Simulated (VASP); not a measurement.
# Fe4Si (F-43m) in VASP: notebook

Fe4Si is run at these levels: PBE; tasks: single point, relaxation of cell and atoms.

Everything below comes from runs of VASP 6.6.1. Logs are shortened: lines on timing, memory, paths and dates and some standing lists are left out, and cuts for length are marked.

## (1) The cell of the first run

It takes space group F-43m (No. 216, cubic). Conventional cell: a = 6.301 Å, b = 6.301 Å, c = 6.301 Å, α = 90.00°, β = 90.00°, γ = 90.00°. Fe (site symmetry 3m) has 6 Fe at 1.95 to 2.50 Å and 3 Si at 2.59 Å within 2.6 Å. Si (site symmetry -43m) has 12 Fe at 2.59 Å within 3.4 Å.

The cell was built from a structure type or drawn by symmetry, and may not be a known phase.

## (2) Single point, PBE, collinear spin, ferrimagnetic start

File INCAR:

```
  PREC = Accurate
  ENCUT = 520
  EDIFF = 1E-6
  ISMEAR = 0
  SIGMA = 0.1
  LREAL = F
  LASPH = T
  NELM = 150
  ALGO = Normal
  ISIF = 2
  LWAVE = F
  LCHARG = F
  ISPIN = 2
  MAGMOM = 4 -4 -4 -4 0
  LORBIT = 11
  LMAXMIX = 4
  GGA = PE
  NBANDS = 30
```

File KPOINTS:

```
regular mesh
0
Gamma
  6 6 6
```

File POSCAR:

```
Fe4Si
1.0
    0.0000000000      3.1503298200      3.1503298200
    3.1503298200      0.0000000000      3.1503298200
    3.1503298200      3.1503298200      0.0000000000
Fe Si
4 1
Direct
    0.3904297900      0.3904297900      0.3904297900
    0.3904297900      0.3904297900      0.8287106400
    0.3904297900      0.8287106400      0.3904297900
    0.8287106400      0.3904297900      0.3904297900
    0.7500000000      0.7500000000      0.7500000000
```

Potentials or basis: VASP PAW PBE potentials, release 64 (Fe, Si).

Launch:

```console
> cat potpaw_PBE.64/Fe/POTCAR potpaw_PBE.64/Si/POTCAR > POTCAR
> mpirun -np 1 vasp_std > vasp.out
```

OUTCAR:

```text
PREC = Accurate
   ENCUT = 520
   EDIFF = 1E-6
   ISMEAR = 0
   LREAL = F
   LASPH = T
   NELM = 150
   ISIF = 2
   ISPIN = 2
   LORBIT = 11
   GGA = PE

 ion  position               nearest neighbor table
   1  0.390  0.390  0.390-   2 1.95   3 1.95   4 1.95   2 2.50   3 2.50   4 2.50   5 2.59   5 2.59
                             5 2.59
   2  0.390  0.390  0.829-   1 1.95   3 1.95   4 1.95   1 2.50   3 2.50   4 2.50   5 2.59   5 2.59
                             5 2.59
   3  0.390  0.829  0.390-   1 1.95   2 1.95   4 1.95   2 2.50   1 2.50   4 2.50   5 2.59   5 2.59
                             5 2.59
   4  0.829  0.390  0.390-   1 1.95   2 1.95   3 1.95   1 2.50   2 2.50   3 2.50   5 2.59   5 2.59
                             5 2.59
   5  0.750  0.750  0.750-   2 2.59   3 2.59   4 2.59   1 2.59   1 2.59   1 2.59   3 2.59   3 2.59
                             4 2.59   2 2.59   2 2.59   4 2.59

  LATTYP: Found a face centered cubic cell.
 ALAT       =     6.3006596400

  Lattice vectors:

 A1 = (   0.0000000000,   3.1503298200,   3.1503298200)
 A2 = (   3.1503298200,   0.0000000000,   3.1503298200)
 A3 = (   3.1503298200,   3.1503298200,   0.0000000000)

Analysis of symmetry for initial positions (statically):
=====================================================================
 Subroutine PRICEL returns:
 Original cell was already a primitive cell.

 Routine SETGRP: Setting up the symmetry group for a
 face centered cubic supercell.

 Subroutine GETGRP returns: Found 24 space group operations
 (whereof 24 operations were pure point group operations)
 out of a pool of 48 trial point group operations.

The static configuration has the point symmetry T_d .

Analysis of symmetry for dynamics (positions and initial velocities):
=====================================================================
 Subroutine PRICEL returns:
 Original cell was already a primitive cell.

 Routine SETGRP: Setting up the symmetry group for a
 face centered cubic supercell.

 Subroutine GETGRP returns: Found 24 space group operations
 (whereof 24 operations were pure point group operations)
 out of a pool of 48 trial point group operations.

The dynamic configuration has the point symmetry T_d .

Analysis of structural, dynamic, and magnetic symmetry:
=====================================================================
 Subroutine PRICEL returns:
 Original cell was already a primitive cell.

 Routine SETGRP: Setting up the symmetry group for a
 face centered cubic supercell.

 Subroutine GETGRP returns: Found  6 space group operations
[... 141 lines left out ...]
 Gauss-broadening in eV      SIGMA  =   0.10
  energy-cutoff  :      520.00
  volume of cell :       62.53
 maximum number of plane-waves:      1700
 NGX is ok and might be reduce to    36
   NGX = 17   NGY = 17   NGZ = 17

 number of electron      36.0000000 magnetization      -5.6094213

 Free energy of the ion-electron system (eV)
  ---------------------------------------------------
  ext. energy  EPLUGINS =         0.00000000
  ---------------------------------------------------
  free energy    TOTEN  =       -31.79174300 eV

  energy without entropy =      -31.75800543  energy(sigma->0) =      -31.77487421

 E-fermi :   6.4348     XC(G=0): -12.0597

 val. band max:        6.4304623467   @ k =  -0.3333   0.3333   0.1667
 cond. band min:       6.4391586029   @ k =   0.3333   0.1667   0.0000
 fundamental gap:      0.0086962562
 Fermi energy:         6.4347614610

 spin component 1

 k-point     1 :       0.0000    0.0000    0.0000
  band No.  band energies     occupation
      1      -3.9421      1.00000
      2      -0.1209      1.00000
      3       1.7806      1.00000
      4       1.7806      1.00000
      5       1.7806      1.00000
      6       2.5405      1.00000
[... 781 lines left out ...]
     29      14.5179      0.00000
     30      14.8723      0.00000

 [... further k-points ...]

 spin component 2

 k-point     1 :       0.0000    0.0000    0.0000
  band No.  band energies     occupation
      1      -3.9567      1.00000
      2      -1.0471      1.00000
      3       0.7216      1.00000
      4       0.7216      1.00000
      5       0.7216      1.00000
      6       1.8488      1.00000
[... 781 lines left out ...]
     29      14.1657      0.00000
     30      14.5195      0.00000

 [... further k-points ...]

------------------------ aborting loop because EDIFF is reached ----------------------------------------

  FORCE on cell =-STRESS in cart. coord.  units (eV):
  Direction    XX          YY          ZZ          XY          YZ          ZX
  --------------------------------------------------------------------------------------
  -------------------------------------------------------------------------------------
  Total       17.2032705     17.2032705     17.2032705      0.0001545      0.0001545      0.0001545
  in kB      440.7816760    440.7816760    440.7816760      0.0039583      0.0039583      0.0039583
  external PRESSURE =     440.7816760 kB  Pullay stress =       0.0000000 kB

 VOLUME and BASIS-vectors are now :
 -----------------------------------------------------------------------------
  energy-cutoff  :      520.00
  volume of cell :       62.53
      direct lattice vectors                 reciprocal lattice vectors
     0.000000000  3.150329820  3.150329820    -0.158713541  0.158713541  0.158713541
     3.150329820  0.000000000  3.150329820     0.158713541 -0.158713541  0.158713541
     3.150329820  3.150329820  0.000000000     0.158713541  0.158713541 -0.158713541

 POSITION                                       TOTAL-FORCE (eV/Angst)
 -----------------------------------------------------------------------------------
      2.45997      2.45997      2.45997        -6.713305     -6.713305     -6.713305
      3.84069      3.84069      2.45997         6.713224      6.713224     -6.713197
      3.84069      2.45997      3.84069         6.713224     -6.713197      6.713224
      2.45997      3.84069      3.84069        -6.713197      6.713224      6.713224
      4.72549      4.72549      4.72549         0.000054      0.000054      0.000054
 -----------------------------------------------------------------------------------
    total drift:                               -0.000213     -0.000213     -0.000213

  FREE ENERGIE OF THE ION-ELECTRON SYSTEM (eV)
  ---------------------------------------------------
  free  energy   TOTEN  =       -31.7917429955 eV

  energy  without entropy=      -31.7580054312  energy(sigma->0) =      -31.77487421

 total charge

# of ion       s       p       d       tot
------------------------------------------
    1        0.606   0.658   6.667   7.930
    2        0.606   0.658   6.667   7.930
    3        0.606   0.658   6.667   7.930
    4        0.606   0.658   6.667   7.930
    5        0.712   0.841   0.000   1.552
--------------------------------------------------
tot          3.134   3.473  26.666  33.273

 magnetization (x)

# of ion       s       p       d       tot
------------------------------------------
    1        0.003   0.008  -1.407  -1.396
    2        0.003   0.008  -1.407  -1.396
    3        0.003   0.008  -1.407  -1.396
    4        0.003   0.008  -1.407  -1.396
    5        0.007   0.069   0.000   0.076
--------------------------------------------------
tot          0.020   0.100  -5.630  -5.510
```

OSZICAR:

```text
N       E                     dE             d eps       ncg     rms          rms(c)
DAV:   1     0.279974211868E+03    0.27997E+03   -0.15319E+04  3840   0.145E+03
DAV:   2    -0.141380298765E+02   -0.29411E+03   -0.27316E+03  3840   0.318E+02
DAV:   3    -0.317532334287E+02   -0.17615E+02   -0.16541E+02  4266   0.109E+02
DAV:   4    -0.321203883974E+02   -0.36715E+00   -0.36551E+00  4532   0.150E+01
[... 11 lines left out ...]
DAV:  16    -0.317917392666E+02   -0.53007E-04   -0.11590E-04  5442   0.141E-01    0.593E-02
DAV:  17    -0.317917433986E+02   -0.41320E-05   -0.52022E-05  6370   0.115E-01    0.432E-02
DAV:  18    -0.317917434603E+02   -0.61737E-07   -0.14193E-05  5124   0.529E-02    0.118E-02
DAV:  19    -0.317917429955E+02    0.46484E-06   -0.24541E-06  2566   0.194E-02
   1 F= -.31791743E+02 E0= -.31774874E+02  d E =-.337376E-01  mag=    -5.6116
```

stdout:

```text
POSCAR found type information on POSCAR FeSi
 POSCAR found :  2 types and       5 ions
 scaLAPACK will be used
 LDA part: xc-table for (Slater+PW92), standard interpolation
 POSCAR, INCAR and KPOINTS ok, starting setup
 FFT: planning ... GRIDC
 FFT: planning ... GRID_SOFT
 FFT: planning ... GRID
 WAVECAR not read
 entering main loop
```

It took 73 s on 1 thread of Intel Xeon 6975P-C (Granite Rapids), shared host; peak memory 0.28 GiB.

What came out:

| Quantity | Value |
| --- | --- |
| Free energy | -31.7917 eV |
| Pressure | 44.1 GPa |
| Largest force | 11.628 eV/Å |
| Net moment | -5.61 μB per cell |
| Site moments | Fe -1.40; Si +0.08 μB |
| Valence electrons inside the program's atomic spheres | Fe 7.93; Si 1.55 |

Forces in eV/Å, atoms in the order of the input:
```
Fe  -6.713 -6.713 -6.713
Fe   6.713  6.713 -6.713
Fe   6.713 -6.713  6.713
Fe  -6.713  6.713  6.713
Si   0.000  0.000  0.000
```

Caveat: atoms lie so close that the PAW spheres overlap strongly, which falsifies energies and pressures; the cell stands under pressure; forces of over 1 eV/Å act on the atoms, so gaps and moduli don't describe the material at rest.

## (3) Single point, PBE, collinear spin, ferrimagnetic start

This run uses another cell than the first one, of 14.02 Å³/atom.

File INCAR:

```
PREC = Accurate
ENCUT = 520
EDIFF = 1E-6
ISMEAR = 0
SIGMA = 0.1
LREAL = F
LASPH = T
NELM = 150
ALGO = Normal
ISIF = 2
LWAVE = F
LCHARG = F
ISPIN = 2
MAGMOM = 4 -4 -4 -4 0
LORBIT = 11
LMAXMIX = 4
GGA = PE
NBANDS = 30
```

KPOINTS is that of step 2.

File POSCAR:

```
Fe4Si
1.0
   -0.0000160786      3.2727236745      3.2727236745
    3.2727236745     -0.0000160786      3.2727236745
    3.2727236745      3.2727236745     -0.0000160786
Fe Si
4 1
Direct
    0.3745828719      0.3745828719      0.3745828719
    0.3745829847      0.3745829847      0.8762474725
    0.3745829847      0.8762474725      0.3745829847
    0.8762474725      0.3745829847      0.3745829847
    0.7500036963      0.7500036963      0.7500036963
```

Potentials or basis: VASP PAW PBE potentials, release 64 (Fe, Si).

Launch:

```console
> cat potpaw_PBE.64/Fe/POTCAR potpaw_PBE.64/Si/POTCAR > POTCAR
> mpirun -np 1 vasp_std > vasp.out
```

It took 1.7 min on 1 thread of Intel Xeon 6975P-C (Granite Rapids), shared host; peak memory 0.29 GiB.

The run converged, but its numbers aren't listed here, since they failed a check.

Caveat: the result breaks the symmetry of the cell; the cell stands under tension.

## (4) Single point, PBE, collinear spin, ferromagnetic start

This run uses another cell than the first one, of 14.11 Å³/atom.

File INCAR:

```
SYSTEM = Fe4Si
ALGO     = Normal         ! electronic algorithm
EDIFF    = 1E-7           ! SCF threshold, eV
ENCUT    = 520            ! plane-wave cutoff, eV
GGA      = PE             ! functional
ISIF     = 2              ! what is computed and relaxed
ISMEAR   = 0              ! smearing method
ISPIN    = 2              ! spin polarisation
LASPH    = .TRUE.         ! aspherical terms in the spheres
LCHARG   = .FALSE.        ! write CHGCAR
LMAXMIX  = 4              ! l up to which the mixer works
LORBIT   = 11             ! projections on sites
LREAL    = .FALSE.        ! projectors in reciprocal space
LWAVE    = .FALSE.        ! write WAVECAR
MAGMOM   = -1.97 -1.97 -1.97 -1.97 0 ! initial moments
NBANDS   = 30             ! bands
NELM     = 150            ! most SCF steps
PREC     = Accurate       ! precision mode
SIGMA    = 0.1            ! smearing width, eV
```

File KPOINTS:

```
k-points
0
G
  10 10 10
  0 0 0
```

File POSCAR:

```
Fe4Si
1.0
    0.0000000000      3.2796594147      3.2796594147
    3.2796594147      0.0000000000      3.2796594147
    3.2796594147      3.2796594147      0.0000000000
Fe Si
4 1
Direct
    0.8745659698      0.8745659698      0.8745659698
    0.8745659698      0.8745659698      0.3763020905
    0.8745659698      0.3763020905      0.8745659698
    0.3763020905      0.8745659698      0.8745659698
    0.2500000000      0.2500000000      0.2500000000
```

Launch:

```console
> cat potpaw_PBE.64/Fe/POTCAR potpaw_PBE.64/Si/POTCAR > POTCAR
> mpirun -np 1 vasp_std > vasp.out
```

Run time: 85 s. Hardware: 1 thread of Intel Xeon 6975P-C (Granite Rapids), shared host; peak memory 0.33 GiB.

Results (log left out):

| Item | Value |
| --- | --- |
| Free energy | -35.8112 eV |
| Pressure | -0.2 GPa |
| Largest force | 0.011 eV/Å |
| Net moment | -7.33 μB per cell |
| Site moments | Fe -1.85; Si +0.07 μB |
| Valence electrons inside the program's atomic spheres | Fe 7.39; Si 1.49 |

Forces on the atoms (eV/Å):
```
Fe  -0.007 -0.007 -0.007
Fe   0.007  0.007 -0.007
Fe   0.007 -0.007  0.007
Fe  -0.007  0.007  0.007
Si   0.000  0.000  0.000
```

Levels at points of the mesh, in eV from the Fermi level:
Spin up:
```csv
k point,band 11,band 12,band 13,band 14,band 15,band 16,band 17,band 18
"(0.00, 0.00, 0.00)",0.96,1.03,1.03,1.03,1.30,1.30,1.30,1.37
"(0.50, 0.00, 0.00)",-0.91,-0.91,-0.80,-0.80,-0.19,-0.19,1.23,1.23
"(0.50, 0.50, 0.00)",-1.06,-0.73,-0.59,-0.40,-0.40,-0.33,0.17,0.17
```
Spin down:
| k point | band 20 | band 21 | band 22 | band 23 | band 24 | band 25 |
| --- | --- | --- | --- | --- | --- | --- |
| (0.00, 0.00, 0.00) | 0.54 | 0.54 | 0.64 | 0.95 | 0.95 | 0.95 |
| (0.50, 0.00, 0.00) | -0.73 | -0.73 | 0.95 | 1.09 | 1.09 | 1.34 |
| (0.50, 0.50, 0.00) | -0.83 | -0.77 | -0.76 | -0.14 | 1.46 | 1.46 |

(Part 1 of 2 ends here.)
